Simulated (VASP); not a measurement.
# BP (e600) (I-4m2) in VASP: a series of runs, part 2 of 2

VASP 6.6.1. Earlier steps stand in the parts before.

### 3 Single point, PBEsol (strained cell)

INCAR reads:

```
SYSTEM = BP
PREC     = Accurate       ! precision mode
ENCUT    = 500            ! plane-wave cutoff, eV
EDIFF    = 1E-6           ! SCF threshold, eV
ISMEAR   = 0              ! smearing method
SIGMA    = 0.02           ! smearing width, eV
LREAL    = .False.        ! projectors in reciprocal space
LASPH    = .True.         ! aspherical terms in the spheres
NELM     = 120            ! most SCF steps
ALGO     = Normal         ! electronic algorithm
ISIF     = 2              ! what is computed and relaxed
LWAVE    = .False.        ! write WAVECAR
LCHARG   = .False.        ! write CHGCAR
GGA      = PS             ! functional
NBANDS   = 11             ! bands
GGA_COMPAT= .False.
```

KPOINTS reads:

```
regular mesh
0
Gamma
  10 10 10
  0 0 0
```

POSCAR reads:

```
BP
1.0
    0.0000000000      2.2375332127      2.2705972660
    2.2375332127      0.0000000000      2.2705972660
    2.2375332127      2.2375332127      0.0000000000
B P
1 1
Direct
    0.0000000000      0.0000000000      0.0000000000
    0.2500000000      0.2500000000      0.2500000000
```

Potentials or basis: VASP PAW PBE potentials, release 64 (B, P).

Run with:

```sh
cat potpaw_PBE.64/B/POTCAR potpaw_PBE.64/P/POTCAR > POTCAR
mpirun -np 1 vasp_std > vasp.out
```

OUTCAR:

```text
SYSTEM = BP
   PREC = Accurate
   ENCUT = 500
   EDIFF = 1E-6
   ISMEAR = 0
   LREAL = .False.
   LASPH = .True.
   NELM = 120
   ISIF = 2
   GGA = PS

 ion  position               nearest neighbor table
   1  0.000  0.000  0.000-   2 1.95   2 1.95   2 1.95   2 1.95
   2  0.250  0.250  0.250-   1 1.95   1 1.95   1 1.95   1 1.95

  LATTYP: Found a body centered tetragonal cell.
 ALAT       =     3.1643498157
 C/A-ratio  =     1.4351114120

  Lattice vectors:

 A1 = (  -2.2375332127,   0.0000000000,   2.2705972660)
 A2 = (   2.2375332127,   0.0000000000,   2.2705972660)
 A3 = (   0.0000000000,   2.2375332127,  -2.2705972660)

Analysis of symmetry for initial positions (statically):
=====================================================================
 Subroutine PRICEL returns:
 Original cell was already a primitive cell.

 Routine SETGRP: Setting up the symmetry group for a
 body centered tetragonal supercell.

 Subroutine GETGRP returns: Found  8 space group operations
 (whereof  8 operations were pure point group operations)
 out of a pool of 16 trial point group operations.

The static configuration has the point symmetry D_2d.

Analysis of symmetry for dynamics (positions and initial velocities):
=====================================================================
 Subroutine PRICEL returns:
 Original cell was already a primitive cell.

 Routine SETGRP: Setting up the symmetry group for a
 body centered tetragonal supercell.

 Subroutine GETGRP returns: Found  8 space group operations
 (whereof  8 operations were pure point group operations)
 out of a pool of 16 trial point group operations.

The dynamic configuration has the point symmetry D_2d.

 Subroutine INISYM returns: Found  8 space group operations
 (whereof  8 operations are pure point group operations),
 and found     1 'primitive' translations

----------------------------------------------------------------------------------------

                                     Primitive cell

  volume of cell :      22.7357

  direct lattice vectors                    reciprocal lattice vectors
     0.000000000  2.237533213  2.270597266    -0.223460370  0.223460370  0.220206378
     2.237533213  0.000000000  2.270597266     0.223460370 -0.223460370  0.220206378
     2.237533213  2.237533213  0.000000000     0.223460370  0.223460370 -0.220206378

  length of vectors
     3.187815368  3.187815368  3.164349816     0.385175185  0.385175185  0.385175185

  position of ions in fractional coordinates (direct lattice)
     0.000000000  0.000000000  0.000000000
     0.250000000  0.250000000  0.250000000

  ion indices of the primitive-cell ions
   primitive index   ion index
                 1           1
                 2           2

----------------------------------------------------------------------------------------

 KPOINTS: regular mesh

Automatic generation of k-mesh.
 Grid dimensions read from file:
 generate k-points for:   10   10   10

 Generating k-lattice:

  Cartesian coordinates                     Fractional coordinates (reciprocal lattice)
    -0.022346037  0.022346037  0.022020638     0.100000000  0.000000000  0.000000000
     0.022346037 -0.022346037  0.022020638     0.000000000  0.100000000  0.000000000
     0.022346037  0.022346037 -0.022020638     0.000000000  0.000000000  0.100000000

[... 38 lines left out ...]
   k-points           NKPTS =    102   k-points in BZ     NKDIM =    102   number of bands    NBANDS=     11
   number of dos      NEDOS =    301   number of ions     NIONS =      2
   total plane-waves  NPLWV =  13824
   dimension x,y,z NGX =    24 NGY =   24 NGZ =   24
   dimension x,y,z NGXF=    48 NGYF=   48 NGZF=   48
   ions per type =               1   1
   NGX,Y,Z   is equivalent  to a cutoff of  12.52, 12.52, 12.61 a.u.
   NGXF,Y,Z  is equivalent  to a cutoff of  25.03, 25.03, 25.22 a.u.
 SYSTEM =  BP
   PREC   = accura    normal or accurate (medium, high low for compatibility)
   ISTART =      0    job   : 0-new  1-cont  2-samecut
   ICHARG =      2    charge: 1-file 2-atom 10-const
   ISPIN  =      1    spin polarized calculation?
   LNONCOLLINEAR =      F non collinear calculations
   LSORBIT =      F    spin-orbit coupling
   LASPH  =      T    aspherical Exc in radial PAW
   ENCUT  =  500.0 eV  36.75 Ry    6.06 a.u.   5.81  5.81  5.77*2*pi/ulx,y,z
   NELM   =    120;   NELMIN=  2; NELMDL= -5     # of ELM steps
   EDIFF  = 0.1E-05   stopping-criterion for ELM
   LREAL  =      F    real-space projection
   EDIFFG = 0.1E-04   stopping-criterion for IOM
   NSW    =      0    number of steps for IOM
   IBRION =     -1    ionic relax: 0-MD 1-quasi-New 2-CG
   NFREE  =      0    steps in history (QN), initial steepest desc. (CG)
   ISIF   =      2    stress and relaxation
   ISYM   =      2    0-nonsym 1-usesym 2-fastsym
   POTIM  = 0.5000    time-step for ionic-motion
   TEBEG  =    0.0;   TEEND  =   0.0 temperature during run
   PSTRESS=    0.0 pullay stress
   NELECT =       8.0000    total number of electrons
   NUPDOWN=      -1.0000    fix difference up-down
   EMIN   =  10.00;   EMAX   =-10.00  energy-range for DOS
   EFERMI =   0.00;   METHOD = LEGACY
   ISMEAR =     0;   SIGMA  =   0.02  broadening in eV -4-tet -1-fermi 0-gaus
   EFERMI_NEDOS =   21; number of points for ismear=-14 and -15
   IALGO  =     38    algorithm
   IMIX   =      4    mixing-type and parameters
     AMIX     =   0.40;   BMIX     =  1.00
     AMIX_MAG =   1.60;   BMIX_MAG =  1.00
  volume/ion in A,a.u.               =      11.37        76.71
  Fermi-wavevector in a.u.,A,eV,Ry     =   1.155762  2.184074 18.174474  1.335786
  Thomas-Fermi vector in A             =   2.292388
   LORBIT       =      0    0 simple, 1 ext, 2 COOP (PROOUT), +10 PAW based schemes
   GGA     = PS    functional components
   LHFCALC =     F    Hartree Fock is set to
   AEXX    =    0.0000 exact exchange contribution
   IVDW    =     0    specifies the selected vdW correction
   LEPSILON=     F    determine dielectric tensor
   LRPA    =     F    only Hartree local field effects (RPA)
 non-spin polarized calculation
 Gauss-broadening in eV      SIGMA  =   0.02
  energy-cutoff  :      500.00
  volume of cell :       22.74
 maximum number of plane-waves:       588
   NGX = 11   NGY = 11   NGZ = 11

 number of electron       8.0000001 magnetization

 Free energy of the ion-electron system (eV)
  ---------------------------------------------------
  ext. energy  EPLUGINS =         0.00000000
  ---------------------------------------------------
  free energy    TOTEN  =       -13.66720235 eV

  energy without entropy =      -13.66720235  energy(sigma->0) =      -13.66720235

 E-fermi :   7.9745     XC(G=0): -11.1610

 val. band max:        7.7804595926   @ k =   0.0000   0.0000   0.0000
 cond. band min:       8.7636735148   @ k =   0.4000   0.0000   0.4000
 fundamental gap:      0.9832139223
 Fermi energy:         7.9745123628

 k-point     1 :       0.0000    0.0000    0.0000
  band No.  band energies     occupation
      1      -8.0126      2.00000
      2       7.6324      2.00000
      3       7.7805      2.00000
      4       7.7805      2.00000
      5      11.1037      0.00000
      6      11.1037      0.00000
      7      11.1838      0.00000
      8      15.4854      0.00000
      9      19.1630      0.00000
     10      19.7274      0.00000
     11      20.1337      0.00000
[... 309 lines left out ...]
 k-point    24 :       0.4000    0.3000    0.0000
  band No.  band energies     occupation
      1      -5.0425      2.00000
      2       1.4261      2.00000
      3       3.5804      2.00000
      4       4.1985      2.00000
      5       9.5454      0.00000
      6      11.3146      0.00000
      7      17.3654      0.00000
      8      17.3822      0.00000
      9      21.8631      0.00000
     10      23.2163      0.00000
     11      24.9459      0.00000

 [... further k-points ...]

------------------------ aborting loop because EDIFF is reached ----------------------------------------

  FORCE on cell =-STRESS in cart. coord.  units (eV):
  Direction    XX          YY          ZZ          XY          YZ          ZX
  --------------------------------------------------------------------------------------
  -------------------------------------------------------------------------------------
  Total        0.5867023      0.5867023      0.0160653      0.0000000      0.0000000      0.0000000
  in kB       41.3446458     41.3446458      1.1321126      0.0000000      0.0000000      0.0000000
  external PRESSURE =      27.9404681 kB  Pullay stress =       0.0000000 kB

 VOLUME and BASIS-vectors are now :
 -----------------------------------------------------------------------------
  energy-cutoff  :      500.00
  volume of cell :       22.74
      direct lattice vectors                 reciprocal lattice vectors
     0.000000000  2.237533213  2.270597266    -0.223460370  0.223460370  0.220206378
     2.237533213  0.000000000  2.270597266     0.223460370 -0.223460370  0.220206378
     2.237533213  2.237533213  0.000000000     0.223460370  0.223460370 -0.220206378

 POSITION                                       TOTAL-FORCE (eV/Angst)
 -----------------------------------------------------------------------------------
      0.00000      0.00000      0.00000        -0.000000     -0.000000      0.000000
      1.11877      1.11877      1.13530         0.000000      0.000000     -0.000000
 -----------------------------------------------------------------------------------
    total drift:                               -0.000000     -0.000000      0.000000

  FREE ENERGIE OF THE ION-ELECTRON SYSTEM (eV)
  ---------------------------------------------------
  free  energy   TOTEN  =       -13.6672023457 eV

  energy  without entropy=      -13.6672023457  energy(sigma->0) =      -13.66720235
```

Wall time 5.7 s (1 thread of Intel Xeon 6975P-C (Granite Rapids), shared host); peak memory 0.14 GiB.

What came out:

```
Free energy            : -13.6672 eV
Pressure               : 2.8 GPa
Band gap on the k mesh : 0.98 eV, indirect (least direct gap 3.32 eV)
```

Levels at points of the mesh, in eV from the valence-band top:
| k point | band 1 | band 2 | band 3 | band 4 | band 5 | band 6 | band 7 | band 8 |
| --- | --- | --- | --- | --- | --- | --- | --- | --- |
| (0.00, 0.00, 0.00) | -15.79 | -0.15 | 0.00 | 0.00 | 3.32 | 3.32 | 3.40 | 7.70 |
| (0.50, 0.00, 0.00) | -12.34 | -9.34 | -1.95 | -1.75 | 3.81 | 4.58 | 4.70 | 9.97 |
| (0.50, 0.50, 0.00) | -10.87 | -8.88 | -4.19 | -4.19 | 1.23 | 1.58 | 12.31 | 12.31 |
| (0.50, 0.00, 0.50) | -10.72 | -8.75 | -4.36 | -4.33 | 1.07 | 1.37 | 12.13 | 12.45 |

Caveat: the cell differs from its parent crystal (strained cell); the PAW data sets were made with another functional, which shifts forces and pressure a little.

### 4 Single point, PBEsol

INCAR reads:

```
SYSTEM = BP
PREC = Accurate
ENCUT = 500
EDIFF = 1E-6
ISMEAR = 0
SIGMA = 0.01
LREAL = .False.
LASPH = .True.
NELM = 120
ALGO = Normal
ISIF = 2
LWAVE = .False.
LCHARG = .False.
GGA = PS
NBANDS = 11
GGA_COMPAT = .False.
```

KPOINTS reads:

```
Automatic mesh
0
Gamma
  10 10 10
  0 0 0
```

POSCAR is that of step 3.

Run with:

```sh
cat potpaw_PBE.64/B/POTCAR potpaw_PBE.64/P/POTCAR > POTCAR
mpirun -np 1 vasp_std > vasp.out
```

Wall time 6 s (1 thread of Intel Xeon 6975P-C (Granite Rapids), shared host); peak memory 0.14 GiB.

The run converged. Its results:

```
Free energy            : -13.6672 eV
Pressure               : 2.8 GPa
Band gap on the k mesh : 0.98 eV, indirect (least direct gap 3.32 eV)
```

Stress tensor (GPa, compression positive):
```
4.13 0.00 0.00
0.00 4.13 0.00
0.00 0.00 0.11
```

Levels at points of the mesh, in eV from the valence-band top:
| k point | band 1 | band 2 | band 3 | band 4 | band 5 | band 6 | band 7 | band 8 |
| --- | --- | --- | --- | --- | --- | --- | --- | --- |
| (0.00, 0.00, 0.00) | -15.79 | -0.15 | 0.00 | 0.00 | 3.32 | 3.32 | 3.40 | 7.70 |
| (0.50, 0.00, 0.00) | -12.34 | -9.34 | -1.95 | -1.75 | 3.81 | 4.58 | 4.70 | 9.97 |
| (0.50, 0.50, 0.00) | -10.87 | -8.88 | -4.19 | -4.19 | 1.23 | 1.58 | 12.31 | 12.31 |
| (0.50, 0.00, 0.50) | -10.72 | -8.75 | -4.36 | -4.33 | 1.07 | 1.37 | 12.13 | 12.45 |

Caveat: the PAW data sets were made with another functional, which shifts forces and pressure a little. A k mesh can miss the band edges.

### 5 The runs side by side

```tsv
cell	smearing	gap on the mesh (eV)	pressure (GPa)
a = 3.185, b = 3.185, c = 3.164 Å, angles 60.2, 60.2, 59.6°, 2 atoms	gaussian 0.02 eV	1.00	3.1
a = 3.188, b = 3.188, c = 3.164 Å, angles 60.2, 60.2, 59.5°, 2 atoms	gaussian 0.02 eV	0.98	2.8
a = 3.188, b = 3.188, c = 3.164 Å, angles 60.2, 60.2, 59.5°, 2 atoms	gaussian 0.01 eV	0.98	2.8
```

Alike in all rows: task single point; level PBEsol; potentials or basis VASP PAW PBE potentials, release 64 (B, P); no spin polarisation; k mesh 10 × 10 × 10; cutoff (eV) 500.

Caveats: the PAW data sets were made with another functional, which shifts forces and pressure a little.

Total energies depend on the potentials used, so only differences within one code and one set of settings carry meaning.
